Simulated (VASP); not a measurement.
# TaN (P1) in VASP: single point with PBEsol

Aim: the single point of TaN with PBEsol.

All numbers are computed with VASP 6.6.1; they aren't measurements. Logs are shortened: lines on timing, memory, paths and dates and some standing lists are left out, and cuts for length are marked.

### Step 1. The cell of the first run

The typed cell holds 6 atoms: a = 5.162 Å, b = 5.049 Å, c = 2.757 Å, α = 91.29°, β = 91.22°, γ = 122.03°.

### Step 2. Single point, PBEsol (atoms moved at random and the cell strained at random)

File INCAR:

```
SYSTEM = TaN
  PREC = Accurate
  ENCUT = 520
  EDIFF = 1E-6
  ISMEAR = 0
  SIGMA = 0.1
  LREAL = .FALSE.
  LASPH = .TRUE.
  NELM = 80
  ALGO = Normal
  ISIF = 2
  LWAVE = .FALSE.
  LCHARG = .FALSE.
  GGA = PS
  NBANDS = 33
```

File KPOINTS:

```
Automatic mesh
0
G
  8 8 12
  0 0 0
```

File POSCAR:

```
TaN
1.0
    5.1618741591     -0.0576053417     -0.0542869422
   -2.6308247689      4.3093101066     -0.0573647479
   -0.0304467600     -0.0547285600      2.7562314800
Ta N
3 3
Direct
    0.0517033238      0.0317615071      0.0805639615
    0.3807628274      0.6931167732      0.4518500688
    0.6299570462      0.3035939443      0.5354711142
    0.4547272424     -0.0406940134     -0.0565955983
    0.4667320661      0.4986058965     -0.0580605227
    0.0161194228      0.5136158922      0.0467675378
```

Potentials or basis: VASP PAW PBE potentials, release 64 (Ta_pv, N).

On the command line:

```console
$ cat potpaw_PBE.64/Ta_pv/POTCAR potpaw_PBE.64/N/POTCAR > POTCAR
$ mpirun -np 1 vasp_std > vasp.out
```

OUTCAR:

```text
SYSTEM = TaN
   PREC = Accurate
   ENCUT = 520
   EDIFF = 1E-6
   ISMEAR = 0
   LREAL = .FALSE.
   LASPH = .TRUE.
   NELM = 80
   ISIF = 2
   GGA = PS

 ion  position               nearest neighbor table
   1  0.052  0.032  0.081-   5 2.24   4 2.33   6 2.52   6 2.54   3 2.79   2 2.97   3 3.00   2 3.15
                             2 3.15   2 3.35   3 3.38   2 3.38   3 3.41   3 3.42   2 3.45   3 3.46
   2  0.381  0.693  0.452-   4 1.77   4 1.87   5 1.87   5 1.89   6 1.91   6 2.33   3 2.64   3 2.88
                             1 2.97   1 3.15   1 3.15   3 3.30   1 3.35   1 3.38   1 3.45
   3  0.630  0.304  0.535-   4 1.89   5 1.95   4 2.16   6 2.16   6 2.20   5 2.29   2 2.64   1 2.79
                             2 2.88   1 3.00   2 3.30   1 3.38   1 3.41   1 3.42   1 3.46
   4  0.455  0.959  0.943-   2 1.77   2 1.87   3 1.89   3 2.16   1 2.33
   5  0.467  0.499  0.942-   2 1.87   2 1.89   3 1.95   1 2.24   3 2.29
   6  0.016  0.514  0.047-   2 1.91   3 2.16   3 2.20   2 2.33   1 2.52   1 2.54

  LATTYP: Found a triclinic cell.
 ALAT       =     4.9493101058
 B/A-ratio  =     1.0430708340
 C/A-ratio  =     0.5570357985
 COS(alpha) =     0.0213338160
 COS(beta)  =     0.0452540419
 COS(gamma) =     0.5019858159

  Lattice vectors:

 A1 = (   2.5310493902,   4.2517047649,  -0.1116516901)
 A2 = (   5.1618741591,  -0.0576053417,  -0.0542869422)
 A3 = (   0.0304467600,   0.0547285600,  -2.7562314800)

Analysis of symmetry for initial positions (statically):
=====================================================================
 Subroutine PRICEL returns:
 Original cell was already a primitive cell.

 Routine SETGRP: Setting up the symmetry group for a
 triclinic supercell.

 Subroutine GETGRP returns: Found  1 space group operations
 (whereof  1 operations were pure point group operations)
 out of a pool of  2 trial point group operations.

The static configuration has the point symmetry C_1 .

Analysis of symmetry for dynamics (positions and initial velocities):
=====================================================================
 Subroutine PRICEL returns:
 Original cell was already a primitive cell.

 Routine SETGRP: Setting up the symmetry group for a
 triclinic supercell.

 Subroutine GETGRP returns: Found  1 space group operations
 (whereof  1 operations were pure point group operations)
 out of a pool of  2 trial point group operations.

The dynamic configuration has the point symmetry C_1 .

 Subroutine INISYM returns: Found  1 space group operations
 (whereof  1 operations are pure point group operations),
 and found     1 'primitive' translations

[... 102 lines left out ...]
   EDIFF  = 0.1E-05   stopping-criterion for ELM
   LREAL  =      F    real-space projection
   EDIFFG = 0.1E-04   stopping-criterion for IOM
   NSW    =      0    number of steps for IOM
   IBRION =     -1    ionic relax: 0-MD 1-quasi-New 2-CG
   NFREE  =      0    steps in history (QN), initial steepest desc. (CG)
   ISIF   =      2    stress and relaxation
   ISYM   =      2    0-nonsym 1-usesym 2-fastsym
   POTIM  = 0.5000    time-step for ionic-motion
   TEBEG  =    0.0;   TEEND  =   0.0 temperature during run
   PSTRESS=    0.0 pullay stress
   NELECT =      48.0000    total number of electrons
   NUPDOWN=      -1.0000    fix difference up-down
   EMIN   =  10.00;   EMAX   =-10.00  energy-range for DOS
   EFERMI =   0.00;   METHOD = LEGACY
   ISMEAR =     0;   SIGMA  =   0.10  broadening in eV -4-tet -1-fermi 0-gaus
   EFERMI_NEDOS =   21; number of points for ismear=-14 and -15
   IALGO  =     38    algorithm
   IMIX   =      4    mixing-type and parameters
     AMIX     =   0.40;   BMIX     =  1.00
     AMIX_MAG =   1.60;   BMIX_MAG =  1.00
  volume/ion in A,a.u.               =      10.14        68.45
  Fermi-wavevector in a.u.,A,eV,Ry     =   1.512547  2.858300 31.127394  2.287799
  Thomas-Fermi vector in A             =   2.622457
   LORBIT       =      0    0 simple, 1 ext, 2 COOP (PROOUT), +10 PAW based schemes
   GGA     = PS    functional components
   LHFCALC =     F    Hartree Fock is set to
   AEXX    =    0.0000 exact exchange contribution
   IVDW    =     0    specifies the selected vdW correction
   LEPSILON=     F    determine dielectric tensor
   LRPA    =     F    only Hartree local field effects (RPA)
 non-spin polarized calculation
 Gauss-broadening in eV      SIGMA  =   0.10
  energy-cutoff  :      520.00
  volume of cell :       60.86
 maximum number of plane-waves:      1658
 NGX is ok and might be reduce to    40
   NGX = 19   NGY = 19   NGZ = 11

 number of electron      48.0000002 magnetization

 Free energy of the ion-electron system (eV)
  ---------------------------------------------------
  ext. energy  EPLUGINS =         0.00000000
  ---------------------------------------------------
  free energy    TOTEN  =       -62.80862112 eV

  energy without entropy =      -62.80010199  energy(sigma->0) =      -62.80436155

 E-fermi :   9.0759     XC(G=0): -13.7123

 val. band max:        9.0755322470   @ k =  -0.1250  -0.0000   0.1667
 cond. band min:       9.0764181992   @ k =  -0.2500  -0.3750   0.1667
 fundamental gap:      0.0008859522
 Fermi energy:         9.0758822104

 k-point     1 :       0.0000    0.0000    0.0000
  band No.  band energies     occupation
      1     -27.4885      2.00000
      2     -26.7484      2.00000
      3     -26.3290      2.00000
      4     -26.2960      2.00000
      5     -26.0373      2.00000
      6     -25.9555      2.00000
[... 853 lines left out ...]
     32      13.1637      0.00000
     33      13.7104      0.00000

 [... further k-points ...]
[... 5 lines left out ...]
  --------------------------------------------------------------------------------------
  -------------------------------------------------------------------------------------
  Total       18.2571129     32.0926173     42.2333727     -5.4554596      3.6443463      0.7524745
  in kB      480.6220802    844.8444509   1111.8018276   -143.6160463     95.9381321     19.8090378
  external PRESSURE =     812.4227862 kB  Pullay stress =       0.0000000 kB

 VOLUME and BASIS-vectors are now :
 -----------------------------------------------------------------------------
  energy-cutoff  :      520.00
  volume of cell :       60.86
      direct lattice vectors                 reciprocal lattice vectors
     5.161874159 -0.057605342 -0.054286942     0.195105568  0.119171729  0.004521547
    -2.630824769  4.309310107 -0.057364748     0.002657609  0.233740345  0.004670576
    -0.030446760 -0.054728560  2.756231480     0.003898126  0.007211994  0.363000493

 POSITION                                       TOTAL-FORCE (eV/Angst)
 -----------------------------------------------------------------------------------
      0.18087      0.12948      0.21742        -1.310794     -1.089395     -2.317475
      0.12822      2.94019      1.18497        -3.614901     -6.435722     -0.938358
      2.43675      1.24269      1.42427         5.149185      5.602269     -4.458835
     -0.20524      4.05612      2.52052        -2.268964     10.178467      5.952134
      1.06879      2.07021      2.54226         6.434594     -5.228037      3.174989
     -1.26945      2.20984      0.09856        -4.389120     -3.027582     -1.412455
 -----------------------------------------------------------------------------------
    total drift:                                0.000172      0.000239     -0.000334

  FREE ENERGIE OF THE ION-ELECTRON SYSTEM (eV)
  ---------------------------------------------------
  free  energy   TOTEN  =       -62.8086211166 eV

  energy  without entropy=      -62.8001019860  energy(sigma->0) =      -62.80436155
```

It took 5 min on 1 thread of Intel Xeon 6975P-C (Granite Rapids), shared host; peak memory 0.65 GiB.

What came out:

| Quantity | Value |
| --- | --- |
| Free energy | -62.8086 eV |
| Pressure | 81.2 GPa |
| Largest force | 12.007 eV/Å |
| Band gap on the k mesh | zero (bands 24 and 25 overlap by 1.16 eV) |

Forces on the atoms (eV/Å):
```
Ta  -1.311 -1.089 -2.317
Ta  -3.615 -6.436 -0.938
Ta   5.149  5.602 -4.459
N   -2.269 10.178  5.952
N    6.435 -5.228  3.175
N   -4.389 -3.028 -1.412
```

Stress tensor (GPa, compression positive):
```
 48.06 -14.36   1.98
-14.36  84.48   9.59
  1.98   9.59 111.18
```

Caveat: the cell differs from its parent crystal (atoms moved at random and the cell strained at random); the stress differs along the axes, from 48 to 111 GPa; the PAW data sets were made with another functional, which shifts forces and pressure a little; spin-orbit coupling is left out, which moves the levels of the heavy elements.
